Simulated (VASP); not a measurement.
# BiB (Pm-3m) in VASP: notebook

BiB is run at these levels: PBE; tasks: single point.

Everything below comes from runs of VASP 6.6.1. Logs are shortened: lines on timing, memory, paths and dates and some standing lists are left out, and cuts for length are marked.

**1. The cell of the first run**

The structure is cubic, space group Pm-3m (No. 221). The conventional cell has a = 3.370 Å, b = 3.370 Å, c = 3.370 Å, α = 90.00°, β = 90.00°, γ = 90.00°. B (site symmetry m-3m) has 8 Bi at 2.92 Å and 6 B at 3.37 Å within 3.8 Å. Bi (site symmetry m-3m) has 8 B at 2.92 Å and 6 Bi at 3.37 Å within 3.8 Å.

**2. Single point, PBE**

INCAR

```
SYSTEM = BiB
PREC = Accurate
ENCUT = 520
EDIFF = 1E-7
ISMEAR = -1
SIGMA = 0.02
LREAL = .False.
LASPH = .True.
NELM = 80
ALGO = Normal
ISIF = 2
LWAVE = .False.
LCHARG = .False.
GGA = PE
NBANDS = 16
```

KPOINTS

```
regular mesh
0
Gamma
  5 5 5
  0 0 0
```

POSCAR

```
BiB
1.0
    3.3701289731      0.0000000000      0.0000000000
    0.0000000000      3.3701289731      0.0000000000
    0.0000000000      0.0000000000      3.3701289731
B Bi
1 1
Direct
    0.0000000000      0.0000000000      0.0000000000
    0.5000000000      0.5000000000      0.5000000000
```

Potentials or basis: VASP PAW PBE potentials, release 64 (B, Bi_d).

On the command line:

```
$ cat potpaw_PBE.64/B/POTCAR potpaw_PBE.64/Bi_d/POTCAR > POTCAR
$ mpirun -np 1 vasp_std > vasp.out
```

OUTCAR:

```text
SYSTEM = BiB
   PREC = Accurate
   ENCUT = 520
   EDIFF = 1E-7
   ISMEAR = -1
   LREAL = .False.
   LASPH = .True.
   NELM = 80
   ISIF = 2
   GGA = PE

 ion  position               nearest neighbor table
   1  0.000  0.000  0.000-   2 2.92   2 2.92   2 2.92   2 2.92   2 2.92   2 2.92   2 2.92   2 2.92

   2  0.500  0.500  0.500-   1 2.92   1 2.92   1 2.92   1 2.92   1 2.92   1 2.92   1 2.92   1 2.92

  LATTYP: Found a simple cubic cell.
 ALAT       =     3.3701289731

  Lattice vectors:

 A1 = (   3.3701289731,   0.0000000000,   0.0000000000)
 A2 = (   0.0000000000,   3.3701289731,   0.0000000000)
 A3 = (   0.0000000000,   0.0000000000,   3.3701289731)

Analysis of symmetry for initial positions (statically):
=====================================================================
 Subroutine PRICEL returns:
 Original cell was already a primitive cell.

 Routine SETGRP: Setting up the symmetry group for a
 simple cubic supercell.

 Subroutine GETGRP returns: Found 48 space group operations
 (whereof 48 operations were pure point group operations)
 out of a pool of 48 trial point group operations.

The static configuration has the point symmetry O_h .

Analysis of symmetry for dynamics (positions and initial velocities):
=====================================================================
 Subroutine PRICEL returns:
 Original cell was already a primitive cell.

 Routine SETGRP: Setting up the symmetry group for a
 simple cubic supercell.

 Subroutine GETGRP returns: Found 48 space group operations
 (whereof 48 operations were pure point group operations)
 out of a pool of 48 trial point group operations.

The dynamic configuration has the point symmetry O_h .

 Subroutine INISYM returns: Found 48 space group operations
 (whereof 48 operations are pure point group operations),
 and found     1 'primitive' translations

----------------------------------------------------------------------------------------

                                     Primitive cell

  volume of cell :      38.2771

  direct lattice vectors                    reciprocal lattice vectors
     3.370128973  0.000000000  0.000000000     0.296724549  0.000000000  0.000000000
     0.000000000  3.370128973  0.000000000     0.000000000  0.296724549  0.000000000
     0.000000000  0.000000000  3.370128973     0.000000000  0.000000000  0.296724549

  length of vectors
     3.370128973  3.370128973  3.370128973     0.296724549  0.296724549  0.296724549

  position of ions in fractional coordinates (direct lattice)
     0.000000000  0.000000000  0.000000000
     0.500000000  0.500000000  0.500000000

  ion indices of the primitive-cell ions
   primitive index   ion index
                 1           1
                 2           2

----------------------------------------------------------------------------------------

 KPOINTS: regular mesh

Automatic generation of k-mesh.
 Grid dimensions read from file:
 generate k-points for:    5    5    5

 Generating k-lattice:

  Cartesian coordinates                     Fractional coordinates (reciprocal lattice)
     0.059344910  0.000000000  0.000000000     0.200000000  0.000000000  0.000000000
     0.000000000  0.059344910  0.000000000     0.000000000  0.200000000  0.000000000
     0.000000000  0.000000000  0.059344910     0.000000000  0.000000000  0.200000000

  Length of vectors
     0.059344910  0.059344910  0.059344910

  Shift w.r.t. Gamma in fractional coordinates (k-lattice)
     0.000000000  0.000000000  0.000000000

 Subroutine IBZKPT returns following result:
 ===========================================

 Found     10 irreducible k-points:

 Following reciprocal coordinates:
            Coordinates               Weight
  0.000000  0.000000  0.000000      1.000000
  0.200000  0.000000  0.000000      6.000000
  0.400000  0.000000  0.000000      6.000000
  0.200000  0.200000  0.000000     12.000000
  0.400000  0.200000  0.000000     24.000000
  0.400000  0.400000  0.000000     12.000000
  0.200000  0.200000  0.200000      8.000000
  0.400000  0.200000  0.200000     24.000000
  0.400000  0.400000  0.200000     24.000000
  0.400000  0.400000  0.400000      8.000000
   k-points           NKPTS =     10   k-points in BZ     NKDIM =     10   number of bands    NBANDS=     16
   number of dos      NEDOS =    301   number of ions     NIONS =      2
   total plane-waves  NPLWV =  21952
   dimension x,y,z NGX =    28 NGY =   28 NGZ =   28
   dimension x,y,z NGXF=    56 NGYF=   56 NGZF=   56
   ions per type =               1   1
   NGX,Y,Z   is equivalent  to a cutoff of  13.81, 13.81, 13.81 a.u.
   NGXF,Y,Z  is equivalent  to a cutoff of  27.62, 27.62, 27.62 a.u.
 SYSTEM =  BiB
   PREC   = accura    normal or accurate (medium, high low for compatibility)
   ISTART =      0    job   : 0-new  1-cont  2-samecut
   ICHARG =      2    charge: 1-file 2-atom 10-const
   ISPIN  =      1    spin polarized calculation?
   LNONCOLLINEAR =      F non collinear calculations
   LSORBIT =      F    spin-orbit coupling
   LASPH  =      T    aspherical Exc in radial PAW
   ENCUT  =  520.0 eV  38.22 Ry    6.18 a.u.   6.27  6.27  6.27*2*pi/ulx,y,z
   NELM   =     80;   NELMIN=  2; NELMDL= -5     # of ELM steps
   EDIFF  = 0.1E-06   stopping-criterion for ELM
   LREAL  =      F    real-space projection
   EDIFFG = 0.1E-05   stopping-criterion for IOM
   NSW    =      0    number of steps for IOM
   IBRION =     -1    ionic relax: 0-MD 1-quasi-New 2-CG
   NFREE  =      0    steps in history (QN), initial steepest desc. (CG)
   ISIF   =      2    stress and relaxation
   ISYM   =      2    0-nonsym 1-usesym 2-fastsym
   POTIM  = 0.5000    time-step for ionic-motion
   TEBEG  =    0.0;   TEEND  =   0.0 temperature during run
   PSTRESS=    0.0 pullay stress
   NELECT =      18.0000    total number of electrons
   NUPDOWN=      -1.0000    fix difference up-down
   EMIN   =  10.00;   EMAX   =-10.00  energy-range for DOS
   EFERMI =   0.00;   METHOD = LEGACY
   ISMEAR =    -1;   SIGMA  =   0.02  broadening in eV -4-tet -1-fermi 0-gaus
   EFERMI_NEDOS =   21; number of points for ismear=-14 and -15
   IALGO  =     38    algorithm
   IMIX   =      4    mixing-type and parameters
     AMIX     =   0.40;   BMIX     =  1.00
     AMIX_MAG =   1.60;   BMIX_MAG =  1.00
  volume/ion in A,a.u.               =      19.14       129.15
  Fermi-wavevector in a.u.,A,eV,Ry     =   1.273071  2.405755 22.051080  1.620709
  Thomas-Fermi vector in A             =   2.405914
   LORBIT       =      0    0 simple, 1 ext, 2 COOP (PROOUT), +10 PAW based schemes
   GGA     = PE    functional components
[... 5 lines left out ...]
 non-spin polarized calculation
  energy-cutoff  :      520.00
  volume of cell :       38.28
 maximum number of plane-waves:      1043
 NGX is ok and might be reduce to    28
   NGX = 13   NGY = 13   NGZ = 13

 number of electron      18.0000004 magnetization

 Free energy of the ion-electron system (eV)
  ---------------------------------------------------
  ext. energy  EPLUGINS =         0.00000000
  ---------------------------------------------------
  free energy    TOTEN  =        -7.23037375 eV

  energy without entropy =       -7.22213957  energy(sigma->0) =       -7.22625666

 E-fermi :   7.9120     XC(G=0): -10.8313

 val. band max:        7.7932433065   @ k =   0.2000   0.0000   0.0000
 cond. band min:       7.9400170606   @ k =   0.4000   0.4000   0.4000
 fundamental gap:      0.1467737541
 Fermi energy:         7.9120337945

 k-point     1 :       0.0000    0.0000    0.0000
  band No.  band energies     occupation
      1     -15.3743      2.00000
      2     -15.3743      2.00000
      3     -15.1280      2.00000
      4     -15.1280      2.00000
      5     -15.1280      2.00000
      6      -6.1527      2.00000
      7       5.2174      2.00000
      8       7.1710      2.00000
      9       7.1710      2.00000
     10       7.1710      2.00000
     11      13.5454      0.00000
     12      13.5454      0.00000
     13      15.4464      0.00000
     14      15.4464      0.00000
     15      15.4464      0.00000
     16      23.0187      0.00000

 k-point     2 :       0.2000    0.0000    0.0000
  band No.  band energies     occupation
      1     -15.3708      2.00000
      2     -15.3067      2.00000
      3     -15.1503      2.00000
      4     -15.1503      2.00000
      5     -15.1260      2.00000
      6      -5.6659      2.00000
      7       2.9843      2.00000
      8       7.7240      1.99984
      9       7.7240      1.99984
     10       7.7932      1.99475
     11      13.3559      0.00000
     12      13.9302      0.00000
     13      14.3254      0.00000
     14      14.3254      0.00000
     15      16.7923      0.00000
     16      20.2625      0.00000

 k-point     3 :       0.4000    0.0000    0.0000
  band No.  band energies     occupation
      1     -15.3651      2.00000
      2     -15.1973      2.00000
      3     -15.1863      2.00000
      4     -15.1863      2.00000
      5     -15.1229      2.00000
      6      -4.4343      2.00000
      7       0.0370      2.00000
      8       8.9821      0.00000
      9       9.2278      0.00000
     10       9.2278      0.00000
     11      10.9742      0.00000
     12      11.9462      0.00000
     13      11.9462      0.00000
     14      15.0527      0.00000
     15      17.4118      0.00000
     16      21.4735      0.00000

 k-point     4 :       0.2000    0.2000    0.0000
  band No.  band energies     occupation
      1     -15.3362      2.00000
      2     -15.2689      2.00000
      3     -15.1755      2.00000
      4     -15.1489      2.00000
      5     -15.1470      2.00000
      6      -5.1814      2.00000
      7       2.8100      2.00000
      8       4.9989      2.00000
      9       8.2330      0.00000
     10       9.6637      0.00000
     11      11.2175      0.00000
     12      13.8031      0.00000
     13      14.1391      0.00000
     14      15.8148      0.00000
     15      18.0306      0.00000
     16      19.7790      0.00000

 k-point     5 :       0.4000    0.2000    0.0000
  band No.  band energies     occupation
      1     -15.3207      2.00000
      2     -15.2159      2.00000
      3     -15.1832      2.00000
      4     -15.1671      2.00000
      5     -15.1441      2.00000
      6      -3.9633      2.00000
      7       0.5390      2.00000
      8       5.6193      2.00000
      9       7.9566      0.19413
     10       9.5388      0.00000
     11      11.3063      0.00000
     12      12.2305      0.00000
     13      13.0469      0.00000
     14      16.9295      0.00000
     15      19.1887      0.00000
     16      20.9314      0.00000

 k-point     6 :       0.4000    0.4000    0.0000
  band No.  band energies     occupation
      1     -15.2786      2.00000
      2     -15.2633      2.00000
      3     -15.1786      2.00000
      4     -15.1779      2.00000
      5     -15.0881      2.00000
      6      -2.8101      2.00000
      7       1.6235      2.00000
      8       2.8827      2.00000
      9       4.8369      2.00000
     10      10.1067      0.00000
     11      12.4864      0.00000
     12      12.7755      0.00000
     13      13.2804      0.00000
     14      17.9192      0.00000
     15      19.0394      0.00000
     16      19.4577      0.00000

 k-point     7 :       0.2000    0.2000    0.2000
  band No.  band energies     occupation
      1     -15.2660      2.00000
      2     -15.2660      2.00000
      3     -15.1750      2.00000
      4     -15.1714      2.00000
      5     -15.1714      2.00000
      6      -4.6995      2.00000
      7       2.7907      2.00000
      8       5.5689      2.00000
      9       5.5689      2.00000
     10       9.9235      0.00000
     11      12.4473      0.00000
     12      12.6077      0.00000
     13      12.6077      0.00000
     14      17.6751      0.00000
     15      17.6751      0.00000
     16      21.3324      0.00000

 k-point     8 :       0.4000    0.2000    0.2000
  band No.  band energies     occupation
      1     -15.2611      2.00000
      2     -15.2138      2.00000
      3     -15.2106      2.00000
      4     -15.1685      2.00000
      5     -15.1512      2.00000
      6      -3.4968      2.00000
      7       1.0228      2.00000
      8       5.5248      2.00000
      9       7.2066      2.00000
     10       7.6103      2.00000
     11       9.7155      0.00000
     12      12.3565      0.00000
     13      13.7717      0.00000
     14      18.2882      0.00000
     15      19.9087      0.00000
     16      20.0984      0.00000

 k-point     9 :       0.4000    0.4000    0.2000
  band No.  band energies     occupation
      1     -15.2587      2.00000
      2     -15.2073      2.00000
      3     -15.2059      2.00000
      4     -15.2038      2.00000
      5     -15.0864      2.00000
      6      -2.3657      2.00000
      7       2.0449      2.00000
      8       3.4705      2.00000
      9       5.1943      2.00000
     10       7.9473      0.29333
     11       9.5828      0.00000
     12      11.1210      0.00000
     13      12.3428      0.00000
     14      19.3237      0.00000
     15      20.6882      0.00000
     16      21.0293      0.00000

 k-point    10 :       0.4000    0.4000    0.4000
  band No.  band energies     occupation
      1     -15.2522      2.00000
      2     -15.2505      2.00000
      3     -15.2505      2.00000
      4     -15.0838      2.00000
      5     -15.0838      2.00000
      6      -1.3219      2.00000
      7       3.0079      2.00000
      8       5.1326      2.00000
      9       5.1326      2.00000
     10       5.4465      2.00000
     11       7.9400      0.39590
     12       7.9400      0.39590
     13       9.6652      0.00000
     14      21.9288      0.00000
     15      22.2750      0.00000
     16      22.2750      0.00000

------------------------ aborting loop because EDIFF is reached ----------------------------------------

  FORCE on cell =-STRESS in cart. coord.  units (eV):
  Direction    XX          YY          ZZ          XY          YZ          ZX
  --------------------------------------------------------------------------------------
  -------------------------------------------------------------------------------------
  Total        0.1420637      0.1420637      0.1420637     -0.0000000      0.0000000      0.0000000
  in kB        5.9464011      5.9464011      5.9464011     -0.0000000      0.0000000      0.0000000
  external PRESSURE =       5.9464011 kB  Pullay stress =       0.0000000 kB

 VOLUME and BASIS-vectors are now :
 -----------------------------------------------------------------------------
  energy-cutoff  :      520.00
  volume of cell :       38.28
      direct lattice vectors                 reciprocal lattice vectors
     3.370128973  0.000000000  0.000000000     0.296724549  0.000000000  0.000000000
     0.000000000  3.370128973  0.000000000     0.000000000  0.296724549  0.000000000
     0.000000000  0.000000000  3.370128973     0.000000000  0.000000000  0.296724549

 POSITION                                       TOTAL-FORCE (eV/Angst)
 -----------------------------------------------------------------------------------
      0.00000      0.00000      0.00000         0.000000      0.000000      0.000000
      1.68506      1.68506      1.68506         0.000000      0.000000      0.000000
 -----------------------------------------------------------------------------------
    total drift:                                0.000000      0.000000      0.000000

  FREE ENERGIE OF THE ION-ELECTRON SYSTEM (eV)
  ---------------------------------------------------
  free  energy   TOTEN  =        -7.2303737540 eV

  energy  without entropy=       -7.2221395743  energy(sigma->0) =       -7.22625666
```

It took 6.8 s on 1 thread of Intel Xeon 6975P-C (Granite Rapids), shared host; peak memory 0.15 GiB.

What came out:

* Free energy: -7.2304 eV
* Pressure: 0.6 GPa
* Band gap on the k mesh: zero (band 9 reaches 9.23 eV, above the bottom of band 10 at 5.45 eV)

Levels at points of the mesh, in eV from the Fermi level:
| k point | band 7 | band 8 | band 9 | band 10 | band 11 | band 12 |
| --- | --- | --- | --- | --- | --- | --- |
| (0.00, 0.00, 0.00) | -2.69 | -0.74 | -0.74 | -0.74 | 5.63 | 5.63 |

Caveat: the k points lie up to 0.37 Å⁻¹ apart; spin-orbit coupling is left out, which moves the levels of the heavy elements.

**3. Single point, PBE**

INCAR

```
SYSTEM = BiB
PREC     = Accurate       ! precision mode
ENCUT    = 520            ! plane-wave cutoff, eV
EDIFF    = 1E-6           ! SCF threshold, eV
ISMEAR   = -1             ! smearing method
SIGMA    = 0.02           ! smearing width, eV
LREAL    = .FALSE.        ! projectors in reciprocal space
LASPH    = .TRUE.         ! aspherical terms in the spheres
NELM     = 80             ! most SCF steps
ALGO     = Normal         ! electronic algorithm
ISIF     = 2              ! what is computed and relaxed
LWAVE    = .FALSE.        ! write WAVECAR
LCHARG   = .FALSE.        ! write CHGCAR
GGA      = PE             ! functional
NBANDS   = 16             ! bands
```

KPOINTS

```
Automatic mesh
0
G
  6 6 6
  0 0 0
```

POSCAR is that of step 2.

Potentials or basis: VASP PAW PBE potentials, release 64 (B, Bi_d).

On the command line:

```
$ cat potpaw_PBE.64/B/POTCAR potpaw_PBE.64/Bi_d/POTCAR > POTCAR
$ mpirun -np 1 vasp_std > vasp.out
```

Wall time 11 s (1 thread of Intel Xeon 6975P-C (Granite Rapids), shared host); peak memory 0.16 GiB.

Results (log left out):

```yaml
Free_energy: -7.4657 eV
Pressure: -0.6 GPa
Band_gap_on_the_k_mesh: zero (band 9 reaches 9.81 eV, above the bottom of band 10 at 5.64 eV)
```

Levels at points of the mesh, in eV from the Fermi level:
```
           k point  band 5  band 6  band 7  band 8  band 9  band 10  band 11  band 12  band 13  band 14
(0.00, 0.00, 0.00)  -22.61  -13.65   -2.31   -0.34   -0.34    -0.34     6.05     6.05     7.93     7.93
(0.50, 0.00, 0.00)  -22.61  -11.56   -8.07    2.14    2.32     2.32     2.59     3.69     3.69     8.05
(0.50, 0.50, 0.00)  -22.54   -9.69   -4.93   -4.91   -4.91     2.72     5.60     5.60     5.67    10.19
(0.50, 0.50, 0.50)  -22.53   -8.06   -3.75   -1.85   -1.85    -1.85    -0.81    -0.81    -0.81    15.54
```

Caveat: spin-orbit coupling is left out, which moves the levels of the heavy elements.
